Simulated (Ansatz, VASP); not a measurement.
# Two plane-wave programs on Pt

```xyz
1
Lattice="0.0000 1.9579 1.9090 1.9579 0.0000 1.9090 1.9579 1.9579 0.0000" Properties=species:S:1:pos:R:3 pbc="T T T"
Pt    0.0000    0.0000    0.0000
```

Change from the starting cell: strain +0.000 along x and y, -0.025 along z, atoms carried along.

Alike in both runs: task single point; functional PBE; k mesh 20 × 20 × 20; occupations gaussian, width 0.15 eV; no spin polarisation.

|  | VASP | Ansatz |
| --- | --- | --- |
| version | VASP 6.6.1 | Ansatz 0.2.0 |
| potentials or method | VASP PAW PBE potentials, release 64 (Pt), cutoff 520 eV | scalar-relativistic, plane waves, PAW |
| valence electrons in the cell | 10 | 18 |

```tsv
	VASP	Ansatz	Ansatz less VASP
gap on the k mesh at the Fermi level (eV)	none	none	-
pressure (GPa)	19.4	20.0	+0.57
traceless stress, the component that is largest in VASP (GPa)	1.70	1.72	+0.011
```

A gap of «none» marks a metal or a gap that the smearing closes. The functional is the same, so the differences come from potentials, cutoffs and numerics. VASP's potentials hold 10 valence electrons a cell and Ansatz's 18, so a difference there can come from the potentials and not from the codes.

Neither program's run includes spin-orbit coupling.
